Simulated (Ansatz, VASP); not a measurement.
# One calculation of AgRh4, two programs

```
Ag Rh
1.0
     6.17342    0.00000    0.00000
     0.00000    6.17342    0.00000
     0.00000    0.00000    2.56381
Ag Rh
1 4
Direct
  0.50000 0.50000 0.50000
  0.80740 0.80740 0.50000
  0.19260 0.19260 0.50000
  0.19260 0.80740 0.50000
  0.80740 0.19260 0.50000
```

Alike in both runs: functional PBE; k mesh 4 × 4 × 6; occupations gaussian, width 0.1 eV; no spin polarisation.

Ansatz relaxed the structure, and its values are those at the end. VASP's run is a single point on that final structure, the one shown.

|  | VASP | Ansatz |
| --- | --- | --- |
| version | VASP 6.6.1 | Ansatz 0.2.0 |
| potentials or method | VASP PAW PBE potentials, release 64 (Ag, Rh_pv), cutoff 520 eV | scalar-relativistic, plane waves, PAW |
| valence electrons in the cell | 71 | 87 |

```csv
,VASP,Ansatz,Ansatz less VASP
gap on the k mesh at the Fermi level (eV),none,none,-
pressure (GPa),0.3,0.2,-0.06
rms of the force components (eV/Å),0.016,0.002,-0.0139
```

A gap of «none» marks a metal or a gap that the smearing closes. With one functional, cell and mesh, what is left measures potentials, basis and numerics. VASP's potentials hold 71 valence electrons a cell and Ansatz's 87, so a difference there can come from the potentials and not from the codes.

The k mesh is coarse, so the values compare programs but aren't converged.
